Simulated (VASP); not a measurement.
# Bi2Te (P4_2/nmc) in VASP: notebook

Bi2Te is run at these levels: PBE; tasks: single point, relaxation of cell and atoms.

Program: VASP 6.6.1. These are calculated values, not measurements. Logs are shortened: lines on timing, memory, paths and dates and some standing lists are left out, and cuts for length are marked.

## (1) The cell of the first run

It takes space group P4_2/nmc (No. 137, tetragonal). Conventional cell: a = 5.273 Å, b = 5.273 Å, c = 7.590 Å, α = 90.00°, β = 90.00°, γ = 90.00°. Within 4.0 Å of Bi (site symmetry 2mm) lie 4 Te at 3.05 to 3.47 Å and 6 Bi at 3.80 Å. Te (site symmetry -4m2) has 8 Bi at 3.05 to 3.47 Å within 4.0 Å.

## (2) Single point, PBE

Input file INCAR:

```
PREC     = Accurate       # precision mode
ENCUT    = 520            # plane-wave cutoff, eV
EDIFF    = 1E-6           # SCF threshold, eV
ISMEAR   = 0              # smearing method
SIGMA    = 0.1            # smearing width, eV
LREAL    = F              # projectors in reciprocal space
LASPH    = T              # aspherical terms in the spheres
NELM     = 80             # most SCF steps
ALGO     = Fast           # electronic algorithm
ISIF     = 2              # what is computed and relaxed
LWAVE    = F              # write WAVECAR
LCHARG   = F              # write CHGCAR
GGA      = PE             # functional
NBANDS   = 45             # bands
```

Input file KPOINTS:

```
Automatic mesh
0
Gamma
  4 4 4
```

Input file POSCAR:

```
Bi2Te
1.0
    5.2725254585      0.0000000000      0.0000000000
    0.0000000000      5.2725254585      0.0000000000
    0.0000000000      0.0000000000      7.5904074688
Bi Te
4 2
Direct
    0.0000000000      0.5000000000      0.2030000000
    0.0000000000      0.5000000000      0.7030000000
    0.5000000000      0.0000000000      0.2970000000
    0.5000000000      0.0000000000      0.7970000000
    0.0000000000      0.0000000000      0.0000000000
    0.5000000000      0.5000000000      0.5000000000
```

Potentials or basis: VASP PAW PBE potentials, release 64 (Bi_d, Te).

Command:

```console
cat potpaw_PBE.64/Bi_d/POTCAR potpaw_PBE.64/Te/POTCAR > POTCAR
mpirun -np 1 vasp_std > vasp.out
```

OUTCAR:

```text
PREC = Accurate
   ENCUT = 520
   EDIFF = 1E-6
   ISMEAR = 0
   LREAL = F
   LASPH = T
   NELM = 80
   ISIF = 2
   GGA = PE

 ion  position               nearest neighbor table
   1  0.000  0.500  0.203-   5 3.05   5 3.05   6 3.47   6 3.47   2 3.80   2 3.80   3 3.80   3 3.80
                             3 3.80   3 3.80
   2  0.000  0.500  0.703-   6 3.05   6 3.05   5 3.47   5 3.47   1 3.80   1 3.80   4 3.80   4 3.80
                             4 3.80   4 3.80
   3  0.500  0.000  0.297-   6 3.05   6 3.05   5 3.47   5 3.47   4 3.80   4 3.80   1 3.80   1 3.80
                             1 3.80   1 3.80
   4  0.500  0.000  0.797-   5 3.05   5 3.05   6 3.47   6 3.47   3 3.80   3 3.80   2 3.80   2 3.80
                             2 3.80   2 3.80
   5  0.000  0.000  0.000-   1 3.05   4 3.05   1 3.05   4 3.05   3 3.47   2 3.47   3 3.47   2 3.47

   6  0.500  0.500  0.500-   2 3.05   3 3.05   3 3.05   2 3.05   1 3.47   4 3.47   1 3.47   4 3.47

  LATTYP: Found a simple tetragonal cell.
 ALAT       =     5.2725254585
 C/A-ratio  =     1.4396151386

  Lattice vectors:

 A1 = (   5.2725254585,   0.0000000000,   0.0000000000)
 A2 = (   0.0000000000,   5.2725254585,   0.0000000000)
 A3 = (   0.0000000000,   0.0000000000,   7.5904074688)

Analysis of symmetry for initial positions (statically):
=====================================================================
 Subroutine PRICEL returns:
 Original cell was already a primitive cell.

 Routine SETGRP: Setting up the symmetry group for a
 simple tetragonal supercell.

 Subroutine GETGRP returns: Found 16 space group operations
 (whereof  8 operations were pure point group operations)
 out of a pool of 16 trial point group operations.

The static configuration has the point symmetry D_2d.
 The point group associated with its full space group is D_4h.

Analysis of symmetry for dynamics (positions and initial velocities):
=====================================================================
 Subroutine PRICEL returns:
 Original cell was already a primitive cell.

 Routine SETGRP: Setting up the symmetry group for a
 simple tetragonal supercell.

 Subroutine GETGRP returns: Found 16 space group operations
 (whereof  8 operations were pure point group operations)
 out of a pool of 16 trial point group operations.

The dynamic configuration has the point symmetry D_2d.
 The point group associated with its full space group is D_4h.

 Subroutine INISYM returns: Found 16 space group operations
 (whereof  8 operations are pure point group operations),
 and found     1 'primitive' translations

----------------------------------------------------------------------------------------

                                     Primitive cell

  volume of cell :     211.0097

  direct lattice vectors                    reciprocal lattice vectors
     5.272525458  0.000000000  0.000000000     0.189662432  0.000000000  0.000000000
     0.000000000  5.272525458  0.000000000     0.000000000  0.189662432  0.000000000
     0.000000000  0.000000000  7.590407469     0.000000000  0.000000000  0.131745233

  length of vectors
     5.272525458  5.272525458  7.590407469     0.189662432  0.189662432  0.131745233

  position of ions in fractional coordinates (direct lattice)
     0.000000000  0.500000000  0.203000000
     0.000000000  0.500000000  0.703000000
     0.500000000  0.000000000  0.297000000
     0.500000000  0.000000000  0.797000000
     0.000000000  0.000000000  0.000000000
     0.500000000  0.500000000  0.500000000

  ion indices of the primitive-cell ions
   primitive index   ion index
                 1           1
                 2           2
                 3           3
                 4           4
                 5           5
                 6           6

----------------------------------------------------------------------------------------

 KPOINTS: Automatic mesh

Automatic generation of k-mesh.
 Grid dimensions read from file:
 generate k-points for:    4    4    4

 Generating k-lattice:

  Cartesian coordinates                     Fractional coordinates (reciprocal lattice)
     0.047415608  0.000000000  0.000000000     0.250000000  0.000000000  0.000000000
     0.000000000  0.047415608  0.000000000     0.000000000  0.250000000  0.000000000
     0.000000000  0.000000000  0.032936308     0.000000000  0.000000000  0.250000000

  Length of vectors
     0.047415608  0.047415608  0.032936308

  Shift w.r.t. Gamma in fractional coordinates (k-lattice)
     0.000000000  0.000000000  0.000000000

 Subroutine IBZKPT returns following result:
 ===========================================

 Found     18 irreducible k-points:

 Following reciprocal coordinates:
            Coordinates               Weight
  0.000000  0.000000  0.000000      1.000000
  0.250000  0.000000  0.000000      4.000000
  0.500000  0.000000  0.000000      2.000000
  0.250000  0.250000  0.000000      4.000000
  0.500000  0.250000  0.000000      4.000000
  0.500000  0.500000  0.000000      1.000000
[... 10 lines left out ...]
  0.500000  0.250000  0.500000      4.000000
  0.500000  0.500000  0.500000      1.000000
   k-points           NKPTS =     18   k-points in BZ     NKDIM =     18   number of bands    NBANDS=     45
   number of dos      NEDOS =    301   number of ions     NIONS =      6
   total plane-waves  NPLWV =  89600
   dimension x,y,z NGX =    40 NGY =   40 NGZ =   56
   dimension x,y,z NGXF=    80 NGYF=   80 NGZF=  112
   ions per type =               4   2
   NGX,Y,Z   is equivalent  to a cutoff of  12.61, 12.61, 12.27 a.u.
   NGXF,Y,Z  is equivalent  to a cutoff of  25.22, 25.22, 24.53 a.u.
 SYSTEM =  unknown system
   PREC   = accura    normal or accurate (medium, high low for compatibility)
   ISTART =      0    job   : 0-new  1-cont  2-samecut
   ICHARG =      2    charge: 1-file 2-atom 10-const
   ISPIN  =      1    spin polarized calculation?
   LNONCOLLINEAR =      F non collinear calculations
   LSORBIT =      F    spin-orbit coupling
   LASPH  =      T    aspherical Exc in radial PAW
   ENCUT  =  520.0 eV  38.22 Ry    6.18 a.u.   9.80  9.80 14.11*2*pi/ulx,y,z
   NELM   =     80;   NELMIN=  2; NELMDL= -5     # of ELM steps
   EDIFF  = 0.1E-05   stopping-criterion for ELM
   LREAL  =      F    real-space projection
   EDIFFG = 0.1E-04   stopping-criterion for IOM
   NSW    =      0    number of steps for IOM
   IBRION =     -1    ionic relax: 0-MD 1-quasi-New 2-CG
   NFREE  =      0    steps in history (QN), initial steepest desc. (CG)
   ISIF   =      2    stress and relaxation
   ISYM   =      2    0-nonsym 1-usesym 2-fastsym
   POTIM  = 0.5000    time-step for ionic-motion
   TEBEG  =    0.0;   TEEND  =   0.0 temperature during run
   PSTRESS=    0.0 pullay stress
   NELECT =      72.0000    total number of electrons
   NUPDOWN=      -1.0000    fix difference up-down
   EMIN   =  10.00;   EMAX   =-10.00  energy-range for DOS
   EFERMI =   0.00;   METHOD = LEGACY
   ISMEAR =     0;   SIGMA  =   0.10  broadening in eV -4-tet -1-fermi 0-gaus
   EFERMI_NEDOS =   21; number of points for ismear=-14 and -15
   IALGO  =     68    algorithm
   IMIX   =      4    mixing-type and parameters
     AMIX     =   0.40;   BMIX     =  1.00
     AMIX_MAG =   1.60;   BMIX_MAG =  1.00
  volume/ion in A,a.u.               =      35.17       237.33
  Fermi-wavevector in a.u.,A,eV,Ry     =   1.143979  2.161807 17.805791  1.308689
  Thomas-Fermi vector in A             =   2.280673
   LORBIT       =      0    0 simple, 1 ext, 2 COOP (PROOUT), +10 PAW based schemes
   GGA     = PE    functional components
   LHFCALC =     F    Hartree Fock is set to
   AEXX    =    0.0000 exact exchange contribution
   IVDW    =     0    specifies the selected vdW correction
   LEPSILON=     F    determine dielectric tensor
   LRPA    =     F    only Hartree local field effects (RPA)
 non-spin polarized calculation
 RMM-DIIS sequential band-by-band and
 Gauss-broadening in eV      SIGMA  =   0.10
  energy-cutoff  :      520.00
  volume of cell :      211.01
 maximum number of plane-waves:      5716
 NGX is ok and might be reduce to    40
   NGX = 19   NGY = 19   NGZ = 29

 number of electron      72.0000010 magnetization

 Free energy of the ion-electron system (eV)
  ---------------------------------------------------
  ext. energy  EPLUGINS =         0.00000000
  ---------------------------------------------------
  free energy    TOTEN  =       -19.76538385 eV

  energy without entropy =      -19.73831445  energy(sigma->0) =      -19.75184915

 E-fermi :   6.3177     XC(G=0):  -9.3283

 val. band max:        6.3096122057   @ k =   0.5000   0.2500   0.5000
 cond. band min:       6.3544476308   @ k =   0.2500   0.2500   0.2500
 fundamental gap:      0.0448354251
 Fermi energy:         6.3177480976

 k-point     1 :       0.0000    0.0000    0.0000
  band No.  band energies     occupation
      1     -16.6790      2.00000
      2     -16.6757      2.00000
      3     -16.6748      2.00000
      4     -16.6730      2.00000
      5     -16.6694      2.00000
      6     -16.6620      2.00000
[... 37 lines left out ...]
     44       8.7651      0.00000
     45      10.8718      0.00000

 k-point     2 :       0.2500    0.0000    0.0000
  band No.  band energies     occupation
      1     -16.6765      2.00000
      2     -16.6740      2.00000
      3     -16.6702      2.00000
      4     -16.6690      2.00000
      5     -16.6629      2.00000
      6     -16.6612      2.00000
[... 37 lines left out ...]
     44       9.4449      0.00000
     45      11.5985      0.00000

 k-point     3 :       0.5000    0.0000    0.0000
  band No.  band energies     occupation
      1     -16.6736      2.00000
      2     -16.6736      2.00000
      3     -16.6639      2.00000
      4     -16.6639      2.00000
      5     -16.6619      2.00000
      6     -16.6619      2.00000
[... 709 lines left out ...]
     44       9.2706      0.00000
     45      11.9181      0.00000

 k-point    18 :       0.5000    0.5000    0.5000
  band No.  band energies     occupation
      1     -16.6632      2.00000
      2     -16.6632      2.00000
      3     -16.6628      2.00000
      4     -16.6628      2.00000
      5     -16.6628      2.00000
      6     -16.6628      2.00000
[... 37 lines left out ...]
     44       8.7099      0.00000
     45      12.4980      0.00000

------------------------ aborting loop because EDIFF is reached ----------------------------------------

  FORCE on cell =-STRESS in cart. coord.  units (eV):
  Direction    XX          YY          ZZ          XY          YZ          ZX
  --------------------------------------------------------------------------------------
  -------------------------------------------------------------------------------------
  Total        3.0086547      3.0086547      2.7572849      0.0000000     -0.0000000      0.0000000
  in kB       22.8444378     22.8444378     20.9358100      0.0000000     -0.0000000      0.0000000
  external PRESSURE =      22.2082285 kB  Pullay stress =       0.0000000 kB

 VOLUME and BASIS-vectors are now :
 -----------------------------------------------------------------------------
  energy-cutoff  :      520.00
  volume of cell :      211.01
      direct lattice vectors                 reciprocal lattice vectors
     5.272525458  0.000000000  0.000000000     0.189662432  0.000000000  0.000000000
     0.000000000  5.272525458  0.000000000     0.000000000  0.189662432  0.000000000
     0.000000000  0.000000000  7.590407469     0.000000000  0.000000000  0.131745233

 POSITION                                       TOTAL-FORCE (eV/Angst)
 -----------------------------------------------------------------------------------
      0.00000      2.63626      1.54085        -0.000000      0.000000      0.313304
      0.00000      2.63626      5.33606         0.000000      0.000000      0.313304
      2.63626      0.00000      2.25435        -0.000000     -0.000000     -0.313304
      2.63626      0.00000      6.04955        -0.000000      0.000000     -0.313304
      0.00000      0.00000      0.00000        -0.000000      0.000000     -0.000000
      2.63626      2.63626      3.79520         0.000000     -0.000000     -0.000000
 -----------------------------------------------------------------------------------
    total drift:                               -0.000000      0.000000      0.000000

  FREE ENERGIE OF THE ION-ELECTRON SYSTEM (eV)
  ---------------------------------------------------
  free  energy   TOTEN  =       -19.7653838496 eV

  energy  without entropy=      -19.7383144494  energy(sigma->0) =      -19.75184915
```

Wall time 4.9 min (1 thread of Intel Xeon 8259CL, shared host); peak memory 0.36 GiB.

Results:

* Free energy: -19.7654 eV
* Pressure: 2.2 GPa
* Largest force: 0.313 eV/Å
* Band gap on the k mesh: zero (bands 36 and 37 overlap by 1.62 eV)

Forces in eV/Å, atoms in the order of the input:
```
Bi   0.000  0.000  0.313
Bi   0.000  0.000  0.313
Bi   0.000  0.000 -0.313
Bi   0.000  0.000 -0.313
Te   0.000  0.000  0.000
Te   0.000  0.000  0.000
```

Caveat: spin-orbit coupling is left out, which moves the levels of the heavy elements.

## (3) Single point, PBE

This run uses another cell than the first one, of 37.41 Å³/atom.

Input file INCAR:

```
  PREC = Accurate
  ENCUT = 520
  EDIFF = 1E-6
  ISMEAR = 0
  SIGMA = 0.1
  LREAL = F
  LASPH = T
  NELM = 100
  ALGO = Fast
  ISIF = 2
  LWAVE = F
  LCHARG = F
  GGA = PE
  NBANDS = 45
```

Input file KPOINTS:

```
regular mesh
0
Gamma
  8 8 4
```

Input file POSCAR:

```
Bi2Te
1.0
    4.4334922171      0.0000000000      0.0000000000
    0.0000000000      4.4334922171      0.0000000000
    0.0000000000      0.0000000000     11.4192579040
Bi Te
4 2
Direct
    0.0000000000      0.5000000000      0.3045351119
    0.0000000000      0.5000000000      0.8045351119
    0.5000000000      0.0000000000      0.1954648881
    0.5000000000      0.0000000000      0.6954648881
    0.0000000000      0.0000000000      0.0000000000
    0.5000000000      0.5000000000      0.5000000000
```

Potentials or basis: VASP PAW PBE potentials, release 64 (Bi_d, Te).

Command:

```console
cat potpaw_PBE.64/Bi_d/POTCAR potpaw_PBE.64/Te/POTCAR > POTCAR
mpirun -np 1 vasp_std > vasp.out
```

Run time: 14 min. Hardware: 1 thread of Intel Xeon 8259CL, shared host; peak memory 0.56 GiB.

It converged, with:

```yaml
Free_energy: -21.4527 eV
Pressure: 0.0 GPa
Band_gap_on_the_k_mesh: zero (bands 36 and 37 overlap by 0.65 eV)
```

Forces on the atoms (eV/Å):
```
Bi   0.000  0.000  0.003
Bi   0.000  0.000  0.003
Bi   0.000  0.000 -0.003
Bi   0.000  0.000 -0.003
Te   0.000  0.000  0.000
Te   0.000  0.000  0.000
```

Levels at points of the mesh, in eV from the Fermi level:
| k point | band 33 | band 34 | band 35 | band 36 | band 37 | band 38 | band 39 | band 40 |
| --- | --- | --- | --- | --- | --- | --- | --- | --- |
| (0.00, 0.00, 0.00) | -1.90 | -1.90 | -0.55 | 0.13 | 0.18 | 0.30 | 0.30 | 1.59 |
| (0.50, 0.00, 0.00) | -1.27 | -1.27 | 0.05 | 0.05 | 0.43 | 0.43 | 1.00 | 1.00 |
| (0.50, 0.50, 0.00) | -2.73 | -2.73 | -1.25 | -1.25 | -0.22 | -0.22 | 1.52 | 1.52 |
| (0.00, 0.00, 0.50) | -1.01 | -1.01 | -0.33 | -0.33 | -0.21 | -0.21 | 0.93 | 0.93 |
| (0.50, 0.00, 0.50) | -2.09 | -2.09 | 0.03 | 0.03 | 0.55 | 0.55 | 1.04 | 1.04 |
| (0.50, 0.50, 0.50) | -3.37 | -3.37 | -1.48 | -1.48 | 1.04 | 1.04 | 1.04 | 1.04 |

Caveat: spin-orbit coupling is left out, which moves the levels of the heavy elements.

## (4) Single point, PBE

This run uses another cell than the first one, of 37.41 Å³/atom.

Input file INCAR:

```
PREC = Accurate
ENCUT = 520
EDIFF = 1E-7
ISMEAR = 0
SIGMA = 0.1
LREAL = False
LASPH = True
NELM = 100
ALGO = Fast
ISIF = 2
LWAVE = False
LCHARG = True
GGA = PE
LELF = True
LVHAR = True
NBANDS = 45
```

Input file KPOINTS:

```
regular mesh
0
Gamma
  8 8 6
```

POSCAR is that of step 3.

Command:

```console
cat potpaw_PBE.64/Bi_d/POTCAR potpaw_PBE.64/Te/POTCAR > POTCAR
mpirun -np 1 vasp_std > vasp.out
```

Wall time 22 min (1 thread of Intel Xeon 8259CL, shared host); peak memory 0.65 GiB.

The run converged. Its results:

```yaml
Free_energy: -21.4524 eV
Pressure: 0.0 GPa
Band_gap_on_the_k_mesh: zero (bands 36 and 37 overlap by 0.67 eV)
```

Forces on the atoms (eV/Å):
```
Bi   0.000  0.000  0.002
Bi   0.000  0.000  0.002
Bi   0.000  0.000 -0.002
Bi   0.000  0.000 -0.002
Te   0.000  0.000  0.000
Te   0.000  0.000  0.000
```

Levels at points of the mesh, in eV from the Fermi level:
```tsv
k point	band 33	band 34	band 35	band 36	band 37	band 38	band 39	band 40
(0.00, 0.00, 0.00)	-1.90	-1.90	-0.55	0.13	0.19	0.31	0.31	1.60
(0.50, 0.00, 0.00)	-1.27	-1.27	0.05	0.05	0.43	0.43	1.01	1.01
(0.50, 0.50, 0.00)	-2.72	-2.72	-1.25	-1.25	-0.21	-0.21	1.53	1.53
(0.00, 0.00, 0.50)	-1.00	-1.00	-0.32	-0.32	-0.20	-0.20	0.93	0.93
(0.50, 0.00, 0.50)	-2.08	-2.08	0.03	0.03	0.55	0.55	1.04	1.04
(0.50, 0.50, 0.50)	-3.36	-3.36	-1.47	-1.47	1.04	1.04	1.04	1.04
```

Caveat: spin-orbit coupling is left out, which moves the levels of the heavy elements.

[end of part 1 of 2]
